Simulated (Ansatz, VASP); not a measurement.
Two plane-wave programs on BH4CF3

```
CELL_PARAMETERS angstrom
8.14325 0.00000 0.00000
0.00000 8.14325 0.00000
0.00000 0.00000 8.14325
ATOMIC_POSITIONS crystal
B 0.54791 0.73681 0.41633
B 0.37102 0.13064 0.59801
B 0.00644 0.68102 0.18495
B 0.08533 0.67421 0.70567
F 0.69449 0.72685 0.48486
F 0.52817 0.81355 0.27438
F 0.41987 0.66635 0.48807
F 0.39852 0.29029 0.59572
F 0.49424 0.02723 0.56953
F 0.22273 0.07178 0.62877
F 0.95552 0.83511 0.19104
F 0.16552 0.64768 0.17952
F 0.89793 0.55949 0.18120
F 0.13756 0.52486 0.74317
F 0.06398 0.78593 0.82354
F 0.05408 0.71151 0.55081
C 0.22085 0.18647 0.19832
C 0.68273 0.13203 0.99281
C 0.57545 0.59735 0.90076
C 0.84877 0.29016 0.54320
H 0.22905 0.30235 0.26680
H 0.34034 0.12362 0.19866
H 0.18597 0.21353 0.07122
H 0.12715 0.10672 0.25318
H 0.76962 0.21523 0.05308
H 0.65676 0.02798 0.07381
H 0.73650 0.08728 0.87788
H 0.56889 0.19896 0.96688
H 0.51523 0.56543 0.01671
H 0.61211 0.72687 0.90392
H 0.49001 0.57666 0.79879
H 0.68379 0.51920 0.88401
H 0.83300 0.18979 0.45303
H 0.92417 0.24675 0.64566
H 0.72784 0.32966 0.58998
H 0.91085 0.39470 0.48303
```

Alike in both runs: functional PBE; k mesh 1 × 1 × 1; occupations fermi-dirac, width 0.05 eV; no spin polarisation.

Ansatz relaxed the structure, and its values are those at the end. VASP's run is a single point on that final structure, the one shown.

|  | VASP | Ansatz |
| --- | --- | --- |
| version | VASP 6.6.1 | Ansatz 0.2.0 |
| potentials or method | VASP PAW PBE potentials, release 64 (B_h, F_h, C_h, H_h), cutoff 1010 eV | scalar-relativistic, plane waves, PAW |
| valence electrons in the cell | 128 | 128 |

Ansatz gave:

- gap on the k mesh at the Fermi level (eV): 7.20
- rms of the force components (eV/Å): 0.084

Estimate VASP's values.

gap on the k mesh at the Fermi level (eV): 7.20; rms of the force components (eV/Å): 0.083.

The functional is the same, so the differences come from potentials, cutoffs and numerics. Ansatz's warnings: xc potential rough in thin density.
